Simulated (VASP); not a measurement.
# BeTe (F-43m) in VASP: notebook

Runs on BeTe. Level: PBE. Tasks: vibrations by perturbation theory, elastic constants.

All numbers are computed with VASP 6.6.1; they aren't measurements. Logs are shortened: lines on timing, memory, paths and dates and some standing lists are left out, and cuts for length are marked.

### 1 The cell of the first run

It takes space group F-43m (No. 216, cubic). The conventional cell has a = 5.664 Å, b = 5.664 Å, c = 5.664 Å, α = 90.00°, β = 90.00°, γ = 90.00°. Be (site symmetry -43m) has 4 Te at 2.45 Å within 3.2 Å. Te (site symmetry -43m) has 4 Be at 2.45 Å within 3.2 Å.

### 2 Vibrations by perturbation theory, PBE

The input, INCAR:

```
PREC = Accurate
ENCUT = 520
EDIFF = 1E-8
ISMEAR = 0
SIGMA = 0.01
LREAL = F
LASPH = T
NELM = 100
ALGO = Normal
ISIF = 2
LWAVE = F
LCHARG = F
GGA = PE
NBANDS = 11
IBRION = 8
NSW = 1
LEPSILON = T
```

The input, KPOINTS:

```
Automatic mesh
0
Gamma
  8 8 8
```

The input, POSCAR:

```
BeTe
1.0
    0.0000000000      2.8318047757      2.8318047757
    2.8318047757      0.0000000000      2.8318047757
    2.8318047757      2.8318047757      0.0000000000
Be Te
1 1
Direct
    0.5000000000      0.5000000000      0.5000000000
    0.7500000000      0.7500000000      0.7500000000
```

Potentials or basis: VASP PAW PBE potentials, release 64 (Be, Te).

Started as:

```sh
cat potpaw_PBE.64/Be/POTCAR potpaw_PBE.64/Te/POTCAR > POTCAR
mpirun -np 1 vasp_std > vasp.out
```

OUTCAR:

```text
PREC = Accurate
   ENCUT = 520
   EDIFF = 1E-8
   ISMEAR = 0
   LREAL = F
   LASPH = T
   NELM = 100
   ISIF = 2
   GGA = PE
   IBRION = 8
   NSW = 1
   LEPSILON = T

 ion  position               nearest neighbor table
   1  0.500  0.500  0.500-   2 2.45   2 2.45   2 2.45   2 2.45
   2  0.750  0.750  0.750-   1 2.45   1 2.45   1 2.45   1 2.45

  LATTYP: Found a face centered cubic cell.
 ALAT       =     5.6636095514

  Lattice vectors:

 A1 = (   0.0000000000,   2.8318047757,   2.8318047757)
 A2 = (   2.8318047757,   0.0000000000,   2.8318047757)
 A3 = (   2.8318047757,   2.8318047757,   0.0000000000)

Analysis of symmetry for initial positions (statically):
=====================================================================
 Subroutine PRICEL returns:
 Original cell was already a primitive cell.

 Routine SETGRP: Setting up the symmetry group for a
 face centered cubic supercell.

 Subroutine GETGRP returns: Found 24 space group operations
 (whereof 24 operations were pure point group operations)
 out of a pool of 48 trial point group operations.

The static configuration has the point symmetry T_d .

Analysis of symmetry for dynamics (positions and initial velocities):
=====================================================================
 Subroutine PRICEL returns:
 Original cell was already a primitive cell.

 Routine SETGRP: Setting up the symmetry group for a
 face centered cubic supercell.

 Subroutine GETGRP returns: Found 24 space group operations
 (whereof 24 operations were pure point group operations)
 out of a pool of 48 trial point group operations.

The dynamic configuration has the point symmetry T_d .

 Subroutine INISYM returns: Found 24 space group operations
 (whereof 24 operations are pure point group operations),
 and found     1 'primitive' translations

----------------------------------------------------------------------------------------

                                     Primitive cell

  volume of cell :      45.4172

  direct lattice vectors                    reciprocal lattice vectors
     0.000000000  2.831804776  2.831804776    -0.176565844  0.176565844  0.176565844
     2.831804776  0.000000000  2.831804776     0.176565844 -0.176565844  0.176565844
     2.831804776  2.831804776  0.000000000     0.176565844  0.176565844 -0.176565844

  length of vectors
     4.004776720  4.004776720  4.004776720     0.305821013  0.305821013  0.305821013

  position of ions in fractional coordinates (direct lattice)
     0.500000000  0.500000000  0.500000000
     0.750000000  0.750000000  0.750000000

  ion indices of the primitive-cell ions
   primitive index   ion index
                 1           1
                 2           2

----------------------------------------------------------------------------------------

 KPOINTS: Automatic mesh

Automatic generation of k-mesh.
 Grid dimensions read from file:
 generate k-points for:    8    8    8

 Generating k-lattice:

[... 484 lines left out ...]
 ------------------------------------------------------

 Free energy of the ion-electron system (eV)
  ---------------------------------------------------
  ---------------------------------------------------
  free energy    TOTEN  =        -0.91303878 eV

  energy without entropy =       -0.91303878

------------------------ aborting loop because EDIFF is reached ----------------------------------------

--------------------------------------- Ionic step        2  -------------------------------------------

------------------------ aborting loop because EDIFF is reached ----------------------------------------

--------------------------------------- Ionic step        3  -------------------------------------------

------------------------ aborting loop because EDIFF is reached ----------------------------------------

 PIEZOELECTRIC TENSOR FIELD DIRECTION 3  (e Angst)
 -----------------------------------------------------------------------------
    -0.00072 -1.37348  0.00000           (  0.00000  0.08038  0.00000)
    -1.37348 -0.00072  0.00000           (  0.08038  0.00000  0.00000)
     0.00000  0.00000 -0.00035           (  0.00000  0.00000  0.00000)

 PIEZOELECTRIC TENSOR FIELD DIRECTION 3  (C/m^2)
 -----------------------------------------------------------------------------
    -0.00025 -0.48452  0.00000
    -0.48452 -0.00025  0.00000
     0.00000  0.00000 -0.00012

--------------------------------------- Ionic step        4  -------------------------------------------

------------------------ aborting loop because EDIFF is reached ----------------------------------------

[... ionic steps 5 to 6 ...]

--------------------------------------- Ionic step        7  -------------------------------------------

 Free energy of the ion-electron system (eV)
  ---------------------------------------------------
  ---------------------------------------------------
  free energy    TOTEN  =        -0.04489491 eV

  energy without entropy =       -0.04489491

------------------------ aborting loop because EDIFF is reached ----------------------------------------

 INTERNAL STRAIN TENSOR  FOR ION    2  DIRECTION 1   (eV/Angst):
 -----------------------------------------------------------------------------
     0.00813  0.00000  0.00000
     0.00000 -0.00029 -3.96487
     0.00000 -3.96487 -0.00029

 MACROSCOPIC STATIC DIELECTRIC TENSOR (including local field effects in DFT)
 ------------------------------------------------------
           7.545532    -0.000000    -0.000000
           0.000000     7.545532     0.000000
           0.000000     0.000000     7.545532
 ------------------------------------------------------

 PIEZOELECTRIC TENSOR (including local field effects)  for field in x, y, z        (e  Angst)
          XX          YY          ZZ          XY          YZ          ZX
  --------------------------------------------------------------------------------
  x     0.00000     0.00000    -0.00000     0.00000    -1.37845     0.00000
  y     0.00000     0.00000     0.00000     0.00000     0.00000    -1.37845
  z     0.00000     0.00000     0.00000    -1.37845     0.00000     0.00000

 PIEZOELECTRIC TENSOR (including local field effects)  for field in x, y, z        (C/m^2)
          XX          YY          ZZ          XY          YZ          ZX
  --------------------------------------------------------------------------------
  x     0.00000     0.00000    -0.00000     0.00000    -0.48628     0.00000
  y     0.00000     0.00000     0.00000     0.00000     0.00000    -0.48628
  z     0.00000     0.00000     0.00000    -0.48628     0.00000     0.00000

 BORN EFFECTIVE CHARGES (including local field effects) (in |e|, cummulative output)
 ---------------------------------------------------------------------------------
 ion    1
    1     1.36252    -0.00000     0.00000
    2     0.00000     1.36252     0.00000
    3     0.00000     0.00000     1.36252
 ion    2
    1    -1.36252     0.00000     0.00000
    2     0.00000    -1.36252    -0.00000
    3     0.00000     0.00000    -1.36252

 INTERNAL STRAIN TENSOR FOR ION    2 for displacements in x,y,z  (eV/Angst):
          X           Y           Z          XY          YZ          ZX
  --------------------------------------------------------------------------------
  x     0.00000    -0.00000    -0.00000     0.00000    -3.96487     0.00000
  y     0.00000     0.00000     0.00000     0.00000     0.00000    -3.96487
  z    -0.00000    -0.00000     0.00000    -3.96487     0.00000     0.00000

 SECOND DERIVATIVES (NOT SYMMETRIZED)
 ------------------------------------
               1X          1Y          1Z          2X          2Y          2Z
  1X    -6.462513    0.000000    0.000000    6.462513    0.000000    0.000000
  1Y     0.000000   -6.462513    0.000000    0.000000    6.462513    0.000000
  1Z     0.000000    0.000000   -6.462513    0.000000    0.000000    6.462513
  2X     6.467818    0.000000    0.000000   -6.467818    0.000000    0.000000
  2Y     0.000000    6.467818    0.000000    0.000000   -6.467818    0.000000
  2Z     0.000000    0.000000    6.467818    0.000000    0.000000   -6.467818

 Eigenvectors and eigenvalues of the dynamical matrix
 ----------------------------------------------------

   1 f  =   13.697749 THz    86.065496 2PiTHz  456.907732 cm-1    56.649313 meV
             X         Y         Z           dx          dy          dz
      2.831805  2.831805  2.831805     0.966424    0.000000    0.000000
      4.247707  4.247707  4.247707    -0.256954    0.000000    0.000000
[... 21 lines left out ...]
   6 f/i=    0.001396 THz     0.008768 2PiTHz    0.046549 cm-1     0.005771 meV
             X         Y         Z           dx          dy          dz
      2.831805  2.831805  2.831805    -0.036413    0.170881    0.188412
      4.247707  4.247707  4.247707    -0.136951    0.642696    0.708633

--------------------------------------------------------------------------------------------------------

 MACROSCOPIC STATIC DIELECTRIC TENSOR IONIC CONTRIBUTION
 ------------------------------------------------------
           1.144073    -0.000000    -0.000000
          -0.000000     1.144073    -0.000000
          -0.000000    -0.000000     1.144073
 ------------------------------------------------------

 ELASTIC MODULI CONTR FROM IONIC RELAXATION (kBar)
 Direction    XX          YY          ZZ          XY          YZ          ZX
 --------------------------------------------------------------------------------
 XX          -0.0000      0.0000      0.0000     -0.0000      0.0000      0.0000
 YY           0.0000     -0.0000      0.0000     -0.0000     -0.0000     -0.0000
 ZZ           0.0000      0.0000     -0.0000      0.0000     -0.0000      0.0000
 XY          -0.0000     -0.0000      0.0000    -90.7135      0.0000      0.0000
 YZ           0.0000     -0.0000     -0.0000      0.0000    -90.7135      0.0000
 ZX           0.0000     -0.0000      0.0000      0.0000      0.0000    -90.7135
 --------------------------------------------------------------------------------

 PIEZOELECTRIC TENSOR IONIC CONTR  for field in x, y, z        (C/m^2)
          XX          YY          ZZ          XY          YZ          ZX
  --------------------------------------------------------------------------------
  x    -0.00000     0.00000     0.00000    -0.00000     0.30313    -0.00000
  y    -0.00000     0.00000    -0.00000    -0.00000    -0.00000     0.30313
  z     0.00000     0.00000    -0.00000     0.30313    -0.00000    -0.00000
```

Wall time 6.3 min (1 thread of Intel Xeon Platinum 8259CL at 2.50GHz (Skylake/Cascade Lake), shared host); peak memory 0.28 GiB.

What came out:

```
Electronic dielectric tensor (diagonal)                 : 7.55
Born charges (mean of the diagonal)                     : Be +1.36; Te -1.36 e
Highest phonon frequency at Γ, LO-TO splitting left out : 457 cm⁻¹
```

Phonon frequencies in cm⁻¹ (negative: imaginary):
```tsv
q point	frequencies
(0.000, 0.000, 0.000)	0 0 0 457 457 457
```

Electronic dielectric tensor:
```
7.55 0.00 0.00
0.00 7.55 0.00
0.00 0.00 7.55
```

Born effective charge tensors (e):
atom 1, Be
```
1.36 0.00 0.00
0.00 1.36 0.00
0.00 0.00 1.36
```
atom 2, Te
```
-1.36  0.00  0.00
 0.00 -1.36  0.00
 0.00  0.00 -1.36
```

Caveat: spin-orbit coupling is left out, which moves the levels of the heavy elements.

### 3 Elastic constants, PBE

The input, INCAR:

```
SYSTEM = BeTe
ALGO = Normal
EDIFF = 1E-8
ENCUT = 600
GGA = PE
IBRION = 6
ISIF = 3
ISMEAR = 0
LASPH = .TRUE.
LCHARG = .FALSE.
LREAL = .FALSE.
LWAVE = .FALSE.
NBANDS = 11
NELM = 60
NFREE = 2
NSW = 1
POTIM = 0.015
PREC = Accurate
SIGMA = 0.01
```

The input, KPOINTS:

```
k-points
0
G
  8 8 8
  0 0 0
```

POSCAR is that of step 2.

Potentials or basis: VASP PAW PBE potentials, release 64 (Be, Te).

Started as:

```sh
cat potpaw_PBE.64/Be/POTCAR potpaw_PBE.64/Te/POTCAR > POTCAR
mpirun -np 1 vasp_std > vasp.out
```

OUTCAR:

```text
SYSTEM = BeTe
   EDIFF = 1E-8
   ENCUT = 600
   GGA = PE
   IBRION = 6
   ISIF = 3
   ISMEAR = 0
   LASPH = .TRUE.
   LREAL = .FALSE.
   NELM = 60
   NFREE = 2
   NSW = 1
   POTIM = 0.015
   PREC = Accurate

 ion  position               nearest neighbor table
   1  0.500  0.500  0.500-   2 2.45   2 2.45   2 2.45   2 2.45
   2  0.750  0.750  0.750-   1 2.45   1 2.45   1 2.45   1 2.45

  LATTYP: Found a face centered cubic cell.
 ALAT       =     5.6636095514

  Lattice vectors:

 A1 = (   0.0000000000,   2.8318047757,   2.8318047757)
 A2 = (   2.8318047757,   0.0000000000,   2.8318047757)
 A3 = (   2.8318047757,   2.8318047757,   0.0000000000)

Analysis of symmetry for initial positions (statically):
=====================================================================
 Subroutine PRICEL returns:
 Original cell was already a primitive cell.

 Routine SETGRP: Setting up the symmetry group for a
 face centered cubic supercell.

 Subroutine GETGRP returns: Found 24 space group operations
 (whereof 24 operations were pure point group operations)
 out of a pool of 48 trial point group operations.

The static configuration has the point symmetry T_d .

Analysis of symmetry for dynamics (positions and initial velocities):
[... 702 lines left out ...]
  -------------------------------------------------------------------------------------
  Total        0.0413351      0.0426381      0.0426381      0.0000000      0.0639046      0.0000000
  in kB        1.4581743      1.5041419      1.5041419      0.0000000      2.2543570      0.0000000
  external PRESSURE =       1.4888194 kB  Pullay stress =       0.0000000 kB
[... 17 lines left out ...]
  FREE ENERGIE OF THE ION-ELECTRON SYSTEM (eV)
  ---------------------------------------------------
  free  energy   TOTEN  =        -7.6237666981 eV

  energy  without entropy=       -7.6237666981  energy(sigma->0) =       -7.62376670

 INTERNAL STRAIN TENSORS FROM STRAINED CELLS
 ============================================

 INTERNAL STRAIN TENSOR FOR ION    1 for displacements in x,y,z  (eV/Angst):
          X           Y           Z          XY          YZ          ZX
  --------------------------------------------------------------------------------
  x     0.00000    -0.00000     0.00000     0.00000     4.26329     0.00000
  y     0.00000    -0.00000     0.00000     0.00000     0.00000     4.26329
  z     0.00000    -0.00000    -0.00000     4.26331     0.00000     0.00000

 INTERNAL STRAIN TENSORS FROM DISPLACED ATOMS
 ============================================

 INTERNAL STRAIN TENSOR FOR ION    1 for displacements in x,y,z  (eV/Angst):
          X           Y           Z          XY          YZ          ZX
  --------------------------------------------------------------------------------
  x     0.00000    -0.00000    -0.00000     0.00000     4.25535     0.00000
  y     0.00000     0.00000     0.00000     0.00000     0.00000     4.25535
  z    -0.00000    -0.00000     0.00000     4.25535     0.00000     0.00000

 INTERNAL STRAIN TENSOR FOR ION    2 for displacements in x,y,z  (eV/Angst):
          X           Y           Z          XY          YZ          ZX
  --------------------------------------------------------------------------------
  x     0.00000    -0.00000    -0.00000     0.00000    -4.26221     0.00000
  y    -0.00000     0.00000    -0.00000     0.00000     0.00000    -4.26221
  z    -0.00000    -0.00000     0.00000    -4.26221     0.00000     0.00000

 Eigenvectors and eigenvalues of the dynamical matrix
 ----------------------------------------------------

   1 f  =   13.692952 THz    86.035355 2PiTHz  456.747714 cm-1    56.629474 meV
             X         Y         Z           dx          dy          dz
      2.831805  2.831805  2.831805     0.966457    0.000000    0.000000
      4.247707  4.247707  4.247707    -0.256830    0.000000    0.000000
[... 21 lines left out ...]
   6 f/i=    0.000358 THz     0.002252 2PiTHz    0.011957 cm-1     0.001483 meV
             X         Y         Z           dx          dy          dz
      2.831805  2.831805  2.831805    -0.254624   -0.033591    0.000000
      4.247707  4.247707  4.247707    -0.958155   -0.126403    0.000000

--------------------------------------------------------------------------------------------------------

 ELASTIC MODULI CONTR FROM IONIC RELAXATION (kBar)
 Direction    XX          YY          ZZ          XY          YZ          ZX
 --------------------------------------------------------------------------------
 XX          -0.0000     -0.0000     -0.0000      0.0000      0.0000     -0.0000
 YY          -0.0000     -0.0000     -0.0000      0.0000     -0.0000      0.0000
 ZZ          -0.0000     -0.0000     -0.0000      0.0000     -0.0000     -0.0000
 XY           0.0000      0.0000      0.0000    -99.0786      0.0000      0.0000
 YZ           0.0000     -0.0000     -0.0000      0.0000    -99.0786      0.0000
 ZX          -0.0000      0.0000     -0.0000      0.0000      0.0000    -99.0786
 --------------------------------------------------------------------------------

 TOTAL ELASTIC MODULI (kBar)
 Direction    XX          YY          ZZ          XY          YZ          ZX
 --------------------------------------------------------------------------------
 XX         968.3957    370.1469    370.1469      0.0000      0.0000      0.0000
 YY         370.1469    968.3957    370.1469      0.0000     -0.0000     -0.0000
 ZZ         370.1469    370.1469    968.3957      0.0000     -0.0000      0.0000
 XY           0.0000      0.0000      0.0000    494.7034      0.0000      0.0000
 YZ           0.0000     -0.0000     -0.0000      0.0000    494.7034      0.0000
 ZX           0.0000     -0.0000      0.0000      0.0000      0.0000    494.7034
 --------------------------------------------------------------------------------
```

It took 7.4 min on 1 thread of Intel Xeon Platinum 8259CL at 2.50GHz (Skylake/Cascade Lake), shared host; peak memory 0.3 GiB.

What came out:

* Elastic constants C11, C12, C44: 97, 37, 49 GPa
* Voigt bulk modulus: 57 GPa
* Highest phonon frequency at Γ, LO-TO splitting left out: 457 cm⁻¹

Phonon frequencies in cm⁻¹ (negative: imaginary):
```
              q point        frequencies
(0.000, 0.000, 0.000)  0 0 0 457 457 457
```

Elastic tensor in Voigt notation (GPa, in the Cartesian axes of the cell as first typed):
```
97 37 37  0  0  0
37 97 37  0  0  0
37 37 97  0  0  0
 0  0  0 49  0  0
 0  0  0  0 49  0
 0  0  0  0  0 49
```

Clamped-ion elastic tensor (GPa):
```
97 37 37  0  0  0
37 97 37  0  0  0
37 37 97  0  0  0
 0  0  0 59  0  0
 0  0  0  0 59  0
 0  0  0  0  0 59
```

Caveat: spin-orbit coupling is left out, which moves the levels of the heavy elements.
